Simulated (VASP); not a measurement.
# W in VASP: single point with PBE

Aim: the single point of W with PBE.

Everything below comes from runs of VASP 6.6.1. Logs are shortened: lines on timing, memory, paths and dates and some standing lists are left out, and cuts for length are marked.

## 1. The cell of the first run

The cell holds a slab with vacuum, 4 atoms: a = 2.757 Å, b = 2.757 Å, c = 22.753 Å, α = 90.00°, β = 90.00°, γ = 109.47°.

## 2. Single point, PBE

INCAR reads:

```
  PREC = Accurate
  ENCUT = 520
  EDIFF = 1E-6
  ISMEAR = -1
  SIGMA = 0.1
  LREAL = F
  LASPH = T
  NELM = 100
  ALGO = Normal
  ISIF = 2
  LWAVE = F
  LCHARG = T
  GGA = PE
  LELF = T
  LVHAR = T
  NBANDS = 36
```

KPOINTS reads:

```
regular mesh
0
Gamma
  13 13 1
```

POSCAR reads:

```
W
1.0
    2.7570193918      0.0000000000      0.0000000000
   -0.9190064639      2.5993428104      0.0000000000
    0.0000000000      0.0000000000     22.7533000000
W
4
Direct
    0.2500000000      0.2500000000      0.3546216145
    0.7500000000      0.7500000000      0.4502265424
    0.2500000000      0.2500000000      0.5497734576
    0.7500000000      0.7500000000      0.6453783850
```

Potentials or basis: VASP PAW PBE potentials, release 64 (W_sv).

Run with:

```sh
> cat potpaw_PBE.64/W_sv/POTCAR > POTCAR
> mpirun -np 1 vasp_std > vasp.out
```

OUTCAR:

```text
PREC = Accurate
   ENCUT = 520
   EDIFF = 1E-6
   ISMEAR = -1
   LREAL = F
   LASPH = T
   NELM = 100
   ISIF = 2
   GGA = PE

 ion  position               nearest neighbor table
   1  0.250  0.250  0.355-   2 2.70   2 2.70   2 3.13   2 3.13
   2  0.750  0.750  0.450-   1 2.70   1 2.70   3 2.77   3 2.77   1 3.13   1 3.13   3 3.19   3 3.19

   3  0.250  0.250  0.550-   4 2.70   4 2.70   2 2.77   2 2.77   4 3.13   4 3.13   2 3.19   2 3.19

   4  0.750  0.750  0.645-   3 2.70   3 2.70   3 3.13   3 3.13

  LATTYP: Found a base centered orthorhombic cell.
 ALAT       =     3.1835317760
 B/A-ratio  =     1.4142135624
 C/A-ratio  =     7.1471879663

  Lattice vectors:

 A1 = (   2.7570193918,   0.0000000000,   0.0000000000)
 A2 = (  -0.9190064639,   2.5993428104,   0.0000000000)
 A3 = (   0.0000000000,   0.0000000000,  22.7533000000)

Analysis of symmetry for initial positions (statically):
=====================================================================
 Subroutine PRICEL returns:
 Original cell was already a primitive cell.

 Routine SETGRP: Setting up the symmetry group for a
 base centered orthorhombic supercell.

 Subroutine GETGRP returns: Found  8 space group operations
 (whereof  4 operations were pure point group operations)
 out of a pool of  8 trial point group operations.

The static configuration has the point symmetry C_2h.
 The point group associated with its full space group is D_2h.

Analysis of symmetry for dynamics (positions and initial velocities):
=====================================================================
 Subroutine PRICEL returns:
 Original cell was already a primitive cell.

 Routine SETGRP: Setting up the symmetry group for a
 base centered orthorhombic supercell.

 Subroutine GETGRP returns: Found  8 space group operations
 (whereof  4 operations were pure point group operations)
 out of a pool of  8 trial point group operations.

The dynamic configuration has the point symmetry C_2h.
 The point group associated with its full space group is D_2h.

 Subroutine INISYM returns: Found  8 space group operations
 (whereof  4 operations are pure point group operations),
 and found     1 'primitive' translations

----------------------------------------------------------------------------------------

                                     Primitive cell

  volume of cell :     163.0601

  direct lattice vectors                    reciprocal lattice vectors
     2.757019392  0.000000000  0.000000000     0.362710543  0.128237542  0.000000000
    -0.919006464  2.599342810  0.000000000     0.000000000  0.384712627  0.000000000
     0.000000000  0.000000000 22.753300000     0.000000000  0.000000000  0.043949669

  length of vectors
     2.757019392  2.757019392 22.753300000     0.384712627  0.384712627  0.043949669

  position of ions in fractional coordinates (direct lattice)
     0.250000000  0.250000000  0.354621614
     0.750000000  0.750000000  0.450226542
     0.250000000  0.250000000  0.549773458
     0.750000000  0.750000000  0.645378385

  ion indices of the primitive-cell ions
   primitive index   ion index
                 1           1
                 2           2
                 3           3
                 4           4

----------------------------------------------------------------------------------------

 KPOINTS: regular mesh

Automatic generation of k-mesh.
 Grid dimensions read from file:
 generate k-points for:   13   13    1

 Generating k-lattice:

  Cartesian coordinates                     Fractional coordinates (reciprocal lattice)
     0.027900811  0.009864426  0.000000000     0.076923077  0.000000000  0.000000000
     0.000000000  0.029593279  0.000000000     0.000000000  0.076923077  0.000000000
     0.000000000  0.000000000  0.043949669     0.000000000  0.000000000  1.000000000

  Length of vectors
     0.029593279  0.029593279  0.043949669

  Shift w.r.t. Gamma in fractional coordinates (k-lattice)
     0.000000000  0.000000000  0.000000000

 Subroutine IBZKPT returns following result:
 ===========================================

 Found     49 irreducible k-points:

 Following reciprocal coordinates:
            Coordinates               Weight
  0.000000  0.000000  0.000000      1.000000
  0.076923 -0.000000  0.000000      4.000000
  0.153846 -0.000000  0.000000      4.000000
  0.230769  0.000000  0.000000      4.000000
  0.307692 -0.000000  0.000000      4.000000
  0.384615 -0.000000  0.000000      4.000000
[... 16 lines left out ...]
  0.384615  0.153846  0.000000      4.000000
  0.461538  0.153846  0.000000      4.000000
 [... further k-points ...]
   k-points           NKPTS =     49   k-points in BZ     NKDIM =     49   number of bands    NBANDS=     36
   number of dos      NEDOS =    301   number of ions     NIONS =      4
   total plane-waves  NPLWV = 103680
   dimension x,y,z NGX =    24 NGY =   24 NGZ =  180
   dimension x,y,z NGXF=    48 NGYF=   48 NGZF=  360
   ions per type =               4
   NGX,Y,Z   is equivalent  to a cutoff of  14.47, 14.47, 13.15 a.u.
   NGXF,Y,Z  is equivalent  to a cutoff of  28.94, 28.94, 26.30 a.u.
 SYSTEM =  unknown system
   PREC   = accura    normal or accurate (medium, high low for compatibility)
   ISTART =      0    job   : 0-new  1-cont  2-samecut
   ICHARG =      2    charge: 1-file 2-atom 10-const
   ISPIN  =      1    spin polarized calculation?
   LNONCOLLINEAR =      F non collinear calculations
   LSORBIT =      F    spin-orbit coupling
   LASPH  =      T    aspherical Exc in radial PAW
   ENCUT  =  520.0 eV  38.22 Ry    6.18 a.u.   5.13  5.13 42.31*2*pi/ulx,y,z
   NELM   =    100;   NELMIN=  2; NELMDL= -5     # of ELM steps
   EDIFF  = 0.1E-05   stopping-criterion for ELM
   LREAL  =      F    real-space projection
   EDIFFG = 0.1E-04   stopping-criterion for IOM
   NSW    =      0    number of steps for IOM
   IBRION =     -1    ionic relax: 0-MD 1-quasi-New 2-CG
   NFREE  =      0    steps in history (QN), initial steepest desc. (CG)
   ISIF   =      2    stress and relaxation
   ISYM   =      2    0-nonsym 1-usesym 2-fastsym
   POTIM  = 0.5000    time-step for ionic-motion
   TEBEG  =    0.0;   TEEND  =   0.0 temperature during run
   PSTRESS=    0.0 pullay stress
   NELECT =      56.0000    total number of electrons
   NUPDOWN=      -1.0000    fix difference up-down
   EMIN   =  10.00;   EMAX   =-10.00  energy-range for DOS
   EFERMI =   0.00;   METHOD = LEGACY
   ISMEAR =    -1;   SIGMA  =   0.10  broadening in eV -4-tet -1-fermi 0-gaus
   EFERMI_NEDOS =   21; number of points for ismear=-14 and -15
   IALGO  =     38    algorithm
   IMIX   =      4    mixing-type and parameters
     AMIX     =   0.40;   BMIX     =  1.00
     AMIX_MAG =   1.60;   BMIX_MAG =  1.00
  volume/ion in A,a.u.               =      40.77       275.10
  Fermi-wavevector in a.u.,A,eV,Ry     =   1.146449  2.166475 17.882768  1.314346
  Thomas-Fermi vector in A             =   2.283134
   LORBIT       =      0    0 simple, 1 ext, 2 COOP (PROOUT), +10 PAW based schemes
   GGA     = PE    functional components
   LHFCALC =     F    Hartree Fock is set to
   AEXX    =    0.0000 exact exchange contribution
   IVDW    =     0    specifies the selected vdW correction
   LEPSILON=     F    determine dielectric tensor
   LRPA    =     F    only Hartree local field effects (RPA)
 non-spin polarized calculation
  energy-cutoff  :      520.00
  volume of cell :      163.06
 maximum number of plane-waves:      4424
 NGX is ok and might be reduce to    24
   NGX = 11   NGY = 11   NGZ = 85

 number of electron      55.9999995 magnetization

 Free energy of the ion-electron system (eV)
  ---------------------------------------------------
  ext. energy  EPLUGINS =         0.00000000
  ---------------------------------------------------
  free energy    TOTEN  =       -48.95345281 eV

  energy without entropy =      -48.85807819  energy(sigma->0) =      -48.90576550

 E-fermi :   1.5750     XC(G=0):  -6.2678

 val. band max:        1.5716288274   @ k =   0.3846   0.3077   0.0000
 cond. band min:       1.5831538418   @ k =  -0.1538   0.1538   0.0000
 fundamental gap:      0.0115250144
 Fermi energy:         1.5749854192

 k-point     1 :       0.0000    0.0000    0.0000
  band No.  band energies     occupation
      1     -72.6329      2.00000
      2     -72.5773      2.00000
      3     -72.4302      2.00000
      4     -72.4267      2.00000
      5     -37.3640      2.00000
      6     -37.0691      2.00000
[... 28 lines left out ...]
     35       3.8647      0.00000
     36       3.8916      0.00000

 k-point     2 :       0.0769   -0.0000    0.0000
  band No.  band energies     occupation
      1     -72.6281      2.00000
      2     -72.5738      2.00000
      3     -72.4271      2.00000
      4     -72.4239      2.00000
      5     -37.3462      2.00000
      6     -37.0707      2.00000
[... 28 lines left out ...]
     35       3.8041      0.00000
     36       3.9097      0.00000

 k-point     3 :       0.1538   -0.0000    0.0000
  band No.  band energies     occupation
      1     -72.6145      2.00000
      2     -72.5645      2.00000
      3     -72.4187      2.00000
      4     -72.4161      2.00000
      5     -37.2960      2.00000
      6     -37.0841      2.00000
[... 28 lines left out ...]
     35       3.8179      0.00000
     36       3.8893      0.00000

 k-point     4 :       0.2308    0.0000    0.0000
  band No.  band energies     occupation
      1     -72.5947      2.00000
      2     -72.5518      2.00000
      3     -72.4068      2.00000
      4     -72.4052      2.00000
      5     -37.2257      2.00000
      6     -37.1355      2.00000
[... 28 lines left out ...]
     35       3.9319      0.00000
     36       4.2287      0.00000

 k-point     5 :       0.3077   -0.0000    0.0000
  band No.  band energies     occupation
      1     -72.5725      2.00000
      2     -72.5394      2.00000
      3     -72.3943      2.00000
      4     -72.3936      2.00000
      5     -37.2389      2.00000
      6     -37.1907      2.00000
[... 655 lines left out ...]
 k-point    22 :       0.3077    0.1538    0.0000
  band No.  band energies     occupation
      1     -72.5453      2.00000
      2     -72.5321      2.00000
      3     -72.3830      2.00000
      4     -72.3829      2.00000
      5     -37.2483      2.00000
      6     -37.2143      2.00000
[... 28 lines left out ...]
     35       4.6493      0.00000
     36       4.6707      0.00000

 k-point    23 :       0.3846    0.1538    0.0000
  band No.  band energies     occupation
      1     -72.5275      2.00000
      2     -72.5272      2.00000
      3     -72.3729      2.00000
      4     -72.3729      2.00000
      5     -37.3218      2.00000
      6     -37.3181      2.00000
[... 28 lines left out ...]
     35       5.0760      0.00000
     36       5.2086      0.00000

 k-point    24 :       0.4615    0.1538    0.0000
  band No.  band energies     occupation
      1     -72.5297      2.00000
      2     -72.5159      2.00000
      3     -72.3673      2.00000
      4     -72.3672      2.00000
      5     -37.3727      2.00000
      6     -37.3544      2.00000
[... 28 lines left out ...]
     35       5.5860      0.00000
     36       5.7143      0.00000

 [... further k-points ...]

------------------------ aborting loop because EDIFF is reached ----------------------------------------

  FORCE on cell =-STRESS in cart. coord.  units (eV):
  Direction    XX          YY          ZZ          XY          YZ          ZX
  --------------------------------------------------------------------------------------
  -------------------------------------------------------------------------------------
  Total       -3.2615558     -3.9748308      0.1667132     -1.0087232     -0.0000000      0.0000000
  in kB      -32.0470179    -39.0554331      1.6380712     -9.9113959     -0.0000000      0.0000000
  external PRESSURE =     -23.1547932 kB  Pullay stress =       0.0000000 kB

 VOLUME and BASIS-vectors are now :
 -----------------------------------------------------------------------------
  energy-cutoff  :      520.00
  volume of cell :      163.06
      direct lattice vectors                 reciprocal lattice vectors
     2.757019392  0.000000000  0.000000000     0.362710543  0.128237542  0.000000000
    -0.919006464  2.599342810  0.000000000     0.000000000  0.384712627  0.000000000
     0.000000000  0.000000000 22.753300000     0.000000000  0.000000000  0.043949669

 POSITION                                       TOTAL-FORCE (eV/Angst)
 -----------------------------------------------------------------------------------
      0.45950      0.64984      8.06881        -0.000000      0.000000     -0.032378
      1.37851      1.94951     10.24414        -0.000000      0.000000     -0.000333
      0.45950      0.64984     12.50916         0.000000      0.000000      0.000333
      1.37851      1.94951     14.68449         0.000000      0.000000      0.032378
 -----------------------------------------------------------------------------------
    total drift:                                0.000000     -0.000000      0.000022

  FREE ENERGIE OF THE ION-ELECTRON SYSTEM (eV)
  ---------------------------------------------------
  free  energy   TOTEN  =       -48.9534528061 eV

  energy  without entropy=      -48.8580781851  energy(sigma->0) =      -48.90576550
```

Run time: 11 min. Hardware: 1 thread of AMD EPYC 7R13 (Zen 3), shared host; peak memory 0.38 GiB.

What came out:

| Quantity | Value |
| --- | --- |
| Free energy | -48.9535 eV |
| Largest force | 0.032 eV/Å |
| Band gap on the k mesh | zero (bands 28 and 29 overlap by 1.88 eV) |

Forces in eV/Å, atoms in the order of the input:
```
W    0.000  0.000 -0.032
W    0.000  0.000  0.000
W    0.000  0.000  0.000
W    0.000  0.000  0.032
```

Caveat: there is no dipole correction, which matters where the two faces differ; spin-orbit coupling is left out, which moves the levels of the heavy elements.
